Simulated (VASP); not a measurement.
# AlN (P6_3mc) in VASP: notebook

Runs on AlN. Level: PBE. Tasks: single point.

All numbers are computed with VASP 6.6.1; they aren't measurements. Logs are shortened: lines on timing, memory, paths and dates and some standing lists are left out, and cuts for length are marked.

## (1) The cell of the first run

The structure is hexagonal, space group P6_3mc (No. 186). Conventional cell: a = 3.121 Å, b = 3.121 Å, c = 4.995 Å, α = 90.00°, β = 90.00°, γ = 120.00°. Al (site symmetry 3m) has 4 N at 1.89 to 1.92 Å within 2.5 Å. Within 2.5 Å of N (site symmetry 3m) lie 4 Al at 1.89 to 1.92 Å.

## (2) Single point, PBE (volume scaled by 1.01)

The input, INCAR:

```
PREC = Accurate ; ENCUT = 520
EDIFF = 1E-6 ; ISMEAR = -1
SIGMA = 0.02 ; LREAL = False
LASPH = True ; NELM = 80
ALGO = Normal ; ISIF = 2
LWAVE = False ; LCHARG = False
GGA = PE ; NBANDS = 16
```

The input, KPOINTS:

```
regular mesh
0
Gamma
  11 11 6
```

The input, POSCAR:

```
AlN
1.0
    3.1213377828      0.0000000000      0.0000000000
   -1.5606688914      2.7031578137      0.0000000000
    0.0000000000      0.0000000000      4.9945383275
Al N
2 2
Direct
    0.3333333333      0.6666666667      0.0000000000
    0.6666666667      0.3333333333      0.5000000000
    0.3333333333      0.6666666667      0.3850000000
    0.6666666667      0.3333333333      0.8850000000
```

Potentials or basis: VASP PAW PBE potentials, release 64 (Al, N).

On the command line:

```
$ cat potpaw_PBE.64/Al/POTCAR potpaw_PBE.64/N/POTCAR > POTCAR
$ mpirun -np 1 vasp_std > vasp.out
```

OUTCAR:

```text
PREC = Accurate
   ENCUT = 520
   EDIFF = 1E-6
   ISMEAR = -1
   LREAL = False
   LASPH = True
   NELM = 80
   ISIF = 2
   GGA = PE

 ion  position               nearest neighbor table
   1  0.333  0.667  0.000-   4 1.89   4 1.89   4 1.89   3 1.92   2 3.08   2 3.08   2 3.08   2 3.08
                             2 3.08   2 3.08
   2  0.667  0.333  0.500-   3 1.89   3 1.89   3 1.89   4 1.92   1 3.08   1 3.08   1 3.08   1 3.08
                             1 3.08   1 3.08
   3  0.333  0.667  0.385-   2 1.89   2 1.89   2 1.89   1 1.92
   4  0.667  0.333  0.885-   1 1.89   1 1.89   1 1.89   2 1.92

  LATTYP: Found a hexagonal cell.
 ALAT       =     3.1213377828
 C/A-ratio  =     1.6001274694

  Lattice vectors:

 A1 = (   3.1213377828,   0.0000000000,   0.0000000000)
 A2 = (  -1.5606688914,   2.7031578137,   0.0000000000)
 A3 = (   0.0000000000,   0.0000000000,   4.9945383275)

Analysis of symmetry for initial positions (statically):
=====================================================================
 Subroutine PRICEL returns:
 Original cell was already a primitive cell.

 Routine SETGRP: Setting up the symmetry group for a
 hexagonal supercell.

 Subroutine GETGRP returns: Found 12 space group operations
 (whereof  6 operations were pure point group operations)
 out of a pool of 24 trial point group operations.

The static configuration has the point symmetry C_3v.
 The point group associated with its full space group is C_6v.

Analysis of symmetry for dynamics (positions and initial velocities):
=====================================================================
 Subroutine PRICEL returns:
 Original cell was already a primitive cell.

 Routine SETGRP: Setting up the symmetry group for a
 hexagonal supercell.

 Subroutine GETGRP returns: Found 12 space group operations
 (whereof  6 operations were pure point group operations)
 out of a pool of 24 trial point group operations.

The dynamic configuration has the point symmetry C_3v.
 The point group associated with its full space group is C_6v.

 Subroutine INISYM returns: Found 12 space group operations
 (whereof  6 operations are pure point group operations),
 and found     1 'primitive' translations
[... 94 lines left out ...]
   LNONCOLLINEAR =      F non collinear calculations
   LSORBIT =      F    spin-orbit coupling
   LASPH  =      T    aspherical Exc in radial PAW
   ENCUT  =  520.0 eV  38.22 Ry    6.18 a.u.   5.80  5.80  9.29*2*pi/ulx,y,z
   NELM   =     80;   NELMIN=  2; NELMDL= -5     # of ELM steps
   EDIFF  = 0.1E-05   stopping-criterion for ELM
   LREAL  =      F    real-space projection
   EDIFFG = 0.1E-04   stopping-criterion for IOM
   NSW    =      0    number of steps for IOM
   IBRION =     -1    ionic relax: 0-MD 1-quasi-New 2-CG
   NFREE  =      0    steps in history (QN), initial steepest desc. (CG)
   ISIF   =      2    stress and relaxation
   ISYM   =      2    0-nonsym 1-usesym 2-fastsym
   POTIM  = 0.5000    time-step for ionic-motion
   TEBEG  =    0.0;   TEEND  =   0.0 temperature during run
   PSTRESS=    0.0 pullay stress
   NELECT =      16.0000    total number of electrons
   NUPDOWN=      -1.0000    fix difference up-down
   EMIN   =  10.00;   EMAX   =-10.00  energy-range for DOS
   EFERMI =   0.00;   METHOD = LEGACY
   ISMEAR =    -1;   SIGMA  =   0.02  broadening in eV -4-tet -1-fermi 0-gaus
   EFERMI_NEDOS =   21; number of points for ismear=-14 and -15
   IALGO  =     38    algorithm
   IMIX   =      4    mixing-type and parameters
     AMIX     =   0.40;   BMIX     =  1.00
     AMIX_MAG =   1.60;   BMIX_MAG =  1.00
  volume/ion in A,a.u.               =      10.54        71.10
  Fermi-wavevector in a.u.,A,eV,Ry     =   1.185438  2.240154 19.119780  1.405264
  Thomas-Fermi vector in A             =   2.321632
   LORBIT       =      0    0 simple, 1 ext, 2 COOP (PROOUT), +10 PAW based schemes
   GGA     = PE    functional components
   LHFCALC =     F    Hartree Fock is set to
   AEXX    =    0.0000 exact exchange contribution
   IVDW    =     0    specifies the selected vdW correction
   LEPSILON=     F    determine dielectric tensor
   LRPA    =     F    only Hartree local field effects (RPA)
 non-spin polarized calculation
  energy-cutoff  :      520.00
  volume of cell :       42.14
 maximum number of plane-waves:      1150
 NGX is ok and might be reduce to    24
   NGX = 11   NGY = 11   NGZ = 19

 number of electron      15.9999998 magnetization

 Free energy of the ion-electron system (eV)
  ---------------------------------------------------
  ext. energy  EPLUGINS =         0.00000000
  ---------------------------------------------------
  free energy    TOTEN  =       -29.77538213 eV

  energy without entropy =      -29.77538213  energy(sigma->0) =      -29.77538213

 E-fermi :   6.4930     XC(G=0): -10.8717

 val. band max:        6.1241030578   @ k =   0.0000   0.0000   0.0000
 cond. band min:      10.2014658340   @ k =   0.0000   0.0000   0.0000
 fundamental gap:      4.0773627762
 Fermi energy:         6.4930313265

 k-point     1 :       0.0000    0.0000    0.0000
  band No.  band energies     occupation
      1      -9.0667      2.00000
      2      -6.9473      2.00000
      3       0.1362      2.00000
      4       5.1819      2.00000
      5       5.1819      2.00000
      6       5.8321      2.00000
[... 433 lines left out ...]
      3       1.1568      2.00000
      4       3.0457      2.00000
      5       3.4391      2.00000
      6       4.5460      2.00000
[... 8 lines left out ...]
     15      18.3993      0.00000
     16      19.4798      0.00000

 [... further k-points ...]

------------------------ aborting loop because EDIFF is reached ----------------------------------------

  FORCE on cell =-STRESS in cart. coord.  units (eV):
  Direction    XX          YY          ZZ          XY          YZ          ZX
  --------------------------------------------------------------------------------------
  -------------------------------------------------------------------------------------
  Total        0.5965592      0.5965592      0.1890192      0.0000000      0.0000000      0.0000000
  in kB       22.6807086     22.6807086      7.1863587      0.0000000      0.0000000      0.0000000
  external PRESSURE =      17.5159253 kB  Pullay stress =       0.0000000 kB

 VOLUME and BASIS-vectors are now :
 -----------------------------------------------------------------------------
  energy-cutoff  :      520.00
  volume of cell :       42.14
      direct lattice vectors                 reciprocal lattice vectors
     3.121337783  0.000000000  0.000000000     0.320375451  0.184968853  0.000000000
    -1.560668891  2.703157814  0.000000000     0.000000000  0.369937706  0.000000000
     0.000000000  0.000000000  4.994538327     0.000000000  0.000000000  0.200218706

 POSITION                                       TOTAL-FORCE (eV/Angst)
 -----------------------------------------------------------------------------------
     -0.00000      1.80211      0.00000         0.000000     -0.000000      0.180824
      1.56067      0.90105      2.49727        -0.000000      0.000000      0.180824
     -0.00000      1.80211      1.92290        -0.000000      0.000000     -0.180824
      1.56067      0.90105      4.42017         0.000000      0.000000     -0.180824
 -----------------------------------------------------------------------------------
    total drift:                               -0.000000      0.000000      0.000387

  FREE ENERGIE OF THE ION-ELECTRON SYSTEM (eV)
  ---------------------------------------------------
  free  energy   TOTEN  =       -29.7753821296 eV

  energy  without entropy=      -29.7753821296  energy(sigma->0) =      -29.77538213
```

OSZICAR:

```text
N       E                     dE             d eps       ncg     rms          rms(c)
DAV:   1     0.422928921927E+02    0.42293E+02   -0.73111E+03  2048   0.895E+02
DAV:   2    -0.308999373553E+02   -0.73193E+02   -0.67148E+02  2880   0.187E+02
DAV:   3    -0.344665467593E+02   -0.35666E+01   -0.35555E+01  2512   0.427E+01
DAV:   4    -0.344885372631E+02   -0.21991E-01   -0.21989E-01  2576   0.381E+00
DAV:   5    -0.344888298938E+02   -0.29263E-03   -0.29263E-03  2568   0.441E-01    0.121E+01
DAV:   6    -0.297615062218E+02    0.47273E+01   -0.10662E+01  2456   0.236E+01    0.414E+00
DAV:   7    -0.297870269501E+02   -0.25521E-01   -0.67073E-01  2192   0.576E+00    0.294E+00
DAV:   8    -0.297800099959E+02    0.70170E-02   -0.61284E-02  2272   0.228E+00    0.612E-01
DAV:   9    -0.297748249884E+02    0.51850E-02   -0.12367E-02  2704   0.822E-01    0.250E-01
DAV:  10    -0.297754652202E+02   -0.64023E-03   -0.23887E-03  2224   0.305E-01    0.136E-01
DAV:  11    -0.297753790424E+02    0.86178E-04   -0.18412E-04  2336   0.104E-01    0.338E-02
DAV:  12    -0.297753823255E+02   -0.32830E-05   -0.12407E-05  2288   0.281E-02    0.747E-03
DAV:  13    -0.297753821296E+02    0.19585E-06   -0.44048E-06  2376   0.161E-02
   1 F= -.29775382E+02 E0= -.29775382E+02  d E =-.169377E-10
```

stdout:

```text
POSCAR found type information on POSCAR AlN
 POSCAR found :  2 types and       4 ions
 scaLAPACK will be used
 LDA part: xc-table for (Slater+PW92), standard interpolation
 POSCAR, INCAR and KPOINTS ok, starting setup
 FFT: planning ... GRIDC
 FFT: planning ... GRID_SOFT
 FFT: planning ... GRID
 WAVECAR not read
 entering main loop
```

It took 12 s on 1 thread of Intel Xeon 6975P-C (Granite Rapids), shared host; peak memory 0.17 GiB.

Results:

* Free energy: -29.7754 eV
* Pressure: 1.8 GPa
* Largest force: 0.181 eV/Å
* Band gap on the k mesh: 4.08 eV, direct

Forces in eV/Å, atoms in the order of the input:
```
Al   0.000  0.000  0.181
Al   0.000  0.000  0.181
N    0.000  0.000 -0.181
N    0.000  0.000 -0.181
```

Levels at points of the mesh, in eV from the valence-band top:
```csv
k point,band 6,band 7,band 8,band 9,band 10,band 11
"(0.00, 0.00, 0.00)",-0.29,-0.29,0.00,4.08,6.53,10.53
"(0.00, 0.00, 0.50)",-0.63,-0.63,-0.63,6.35,6.35,10.20
```

 A k mesh can miss the band edges.

## (3) Single point, PBE (volume scaled by 1.04)

The input, INCAR:

```
SYSTEM = AlN
  PREC = Accurate
  ENCUT = 520
  EDIFF = 1E-6
  ISMEAR = -1
  SIGMA = 0.02
  LREAL = .FALSE.
  LASPH = .TRUE.
  NELM = 100
  ALGO = Normal
  ISIF = 2
  LWAVE = .FALSE.
  LCHARG = .TRUE.
  GGA = PE
  LELF = .TRUE.
  LVHAR = .TRUE.
  NBANDS = 16
```

The input, KPOINTS:

```
Automatic mesh
0
G
  11 11 6
  0 0 0
```

The input, POSCAR:

```
AlN
1.0
    3.1519410852      0.0000000000      0.0000000000
   -1.5759705426      2.7296610510      0.0000000000
    0.0000000000      0.0000000000      5.0435075122
Al N
2 2
Direct
    0.3333333333      0.6666666667      0.0000000000
    0.6666666667      0.3333333333      0.5000000000
    0.3333333333      0.6666666667      0.3850000000
    0.6666666667      0.3333333333      0.8850000000
```

Potentials or basis: VASP PAW PBE potentials, release 64 (Al, N).

On the command line:

```
$ cat potpaw_PBE.64/Al/POTCAR potpaw_PBE.64/N/POTCAR > POTCAR
$ mpirun -np 1 vasp_std > vasp.out
```

Wall time 14 s (1 thread of Intel Xeon 6975P-C (Granite Rapids), shared host); peak memory 0.17 GiB.

It converged, with:

```yaml
Free_energy: -29.7673 eV
Pressure: -3.8 GPa
Largest_force: 0.179 eV/Å
Band_gap_on_the_k_mesh: 3.82 eV, direct
```

Forces in eV/Å, atoms in the order of the input:
```
Al   0.000  0.000  0.179
Al   0.000  0.000  0.179
N    0.000  0.000 -0.179
N    0.000  0.000 -0.179
```

Stress tensor (GPa, compression positive):
```
-3.53  0.00  0.00
 0.00 -3.53  0.00
 0.00  0.00 -4.39
```

Levels at points of the mesh, in eV from the valence-band top:
```tsv
k point	band 5	band 6	band 7	band 8	band 9	band 10	band 11	band 12
(0.00, 0.00, 0.00)	-0.93	-0.29	-0.29	0.00	3.82	6.28	10.29	10.80
(0.00, 0.00, 0.50)	-0.62	-0.62	-0.62	-0.62	6.10	6.10	9.96	9.96
```
